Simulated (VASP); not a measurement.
Write the native input for VASP 6.6.1 that does the following.

```
Task                   : single point
Functional             : BLYP
Potentials or basis    : VASP PAW PBE potentials, release 64 (C)
Cutoff                 : 520 eV
k mesh                 : 13 × 13 × 13
Occupations            : fermi-dirac, width 0.05 eV
Spin                   : no spin polarisation
Dipole correction      : no
Further INCAR settings : ALGO = Normal; EDIFF = 1e-07; NBANDS = 11
```

The structure of C lies in POSCAR:

```
C
1.0
    0.0000000000      1.8454682917      1.8454682917
    1.8454682917      0.0000000000      1.8454682917
    1.8454682917      1.8454682917      0.0000000000
C
2
Direct
    0.5000000000      0.5000000000      0.5000000000
    0.7500000000      0.7500000000      0.7500000000
```

This cell differs from its parent crystal: volume scaled by 1.08.

The input as run:

INCAR

```
SYSTEM = C
PREC = Accurate ; ENCUT = 520
EDIFF = 1E-7 ; ISMEAR = -1
SIGMA = 0.05 ; LREAL = .False.
LASPH = .True. ; NELM = 100
ALGO = Normal ; ISIF = 2
LWAVE = .False. ; LCHARG = .False.
GGA = B5 ; ALDAX = 1.0
AGGAX = 1.0 ; AGGAC = 1.0
ALDAC = 0.0 ; NBANDS = 11
```

KPOINTS

```
regular mesh
0
Gamma
  13 13 13
  0 0 0
```

Potentials or basis: VASP PAW PBE potentials, release 64 (C).

Run with:

```bash
$ cat potpaw_PBE.64/C/POTCAR > POTCAR
$ mpirun -np 1 vasp_std > vasp.out
```

Results of the run:

```yaml
Pressure: -26.6 GPa
Band_gap_on_the_k_mesh: 4.22 eV, indirect (least direct gap 5.44 eV)
```

Caveat: the PAW data sets were made with another functional, which shifts forces and pressure a little.

Wall time 10 s on 1 thread of AMD EPYC 7R13 Processor (Zen 3), with other jobs on the host, peak memory 0.09 GiB.
